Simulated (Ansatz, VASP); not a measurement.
## Sr in VASP and in Ansatz

```
Sr
1.0
    10.98763    0.00000    0.00000
    -5.49381    9.51557    0.00000
     0.00000    0.00000    3.97900
Sr
1
Direct
  0.00000 0.00000 0.00000
```

Change from the starting cell: strain -0.1000 x Voigt [0, 0, 1, 0, 0, 0], atoms carried along.

Alike in both runs: task single point; functional PBE; dispersion D3(BJ); k mesh 6 × 6 × 8; occupations gaussian, width 0.03 eV; no spin polarisation.

|  | VASP | Ansatz |
| --- | --- | --- |
| version | VASP 6.6.1 | Ansatz 0.2.0 |
| potentials or method | VASP PAW PBE potentials, release 64 (Sr_sv), cutoff 520 eV | scalar-relativistic, plane waves, PAW |
| valence electrons in the cell | 10 | 10 |

```tsv
	VASP	Ansatz	Ansatz less VASP
gap on the k mesh at the Fermi level (eV)	none	none	-
pressure (GPa)	0.1	0.1	0.00
traceless stress, the component that is largest in VASP (GPa)	0.25	0.25	-0.001
```

A gap of «none» marks a metal or a gap that the smearing closes.
